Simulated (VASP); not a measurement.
## Pd: electric field gradients with PBE

Pd:

```
CELL_PARAMETERS angstrom
0.00000 1.91861 1.91861
1.91861 0.00000 1.91861
1.91861 1.91861 0.00000
ATOMIC_POSITIONS crystal
Pd 0.00000 0.00000 0.00000
```

This cell differs from its parent crystal: volume scaled by 0.96.

```yaml
Program: VASP 6.6.1
Task: electric field gradients
Functional: PBE
Potentials_or_basis: VASP PAW PBE potentials, release 64 (Pd)
Cutoff: 520 eV
k_mesh: 18 × 18 × 18
Occupations: fermi-dirac, width 0.05 eV
Spin: no spin polarisation
Dipole_correction: no
Further_INCAR_settings: ALGO = Normal; EDIFF = 1e-08; NBANDS = 11
```

```
Pressure               : 16.7 GPa
Band gap on the k mesh : zero (band 5 reaches 10.85 eV, above the bottom of band 6 at 9.15 eV)
```

Levels at points of the mesh, in eV from the Fermi level:
```
           k point  band 2  band 3  band 4  band 5  band 6  band 7  band 8  band 9
(0.00, 0.00, 0.00)   -3.05   -3.05   -3.05   -1.32   -1.32   17.20   22.23   22.23
(0.50, 0.00, 0.00)   -3.10   -3.10   -0.03   -0.03    0.92    7.68   16.57   21.53
(0.50, 0.50, 0.00)   -5.47   -0.06    0.31    0.31    3.35   11.23   13.45   13.45
```

Wall time 9.9 s on 1 thread of Intel(R) Xeon(R) 6975P-C (Granite Rapids), on a shared host, peak memory 0.15 GiB.

Caveat: without QUAD_EFG the Cq values of the log hold for a quadrupole moment of 1 mb, not for the nuclei.
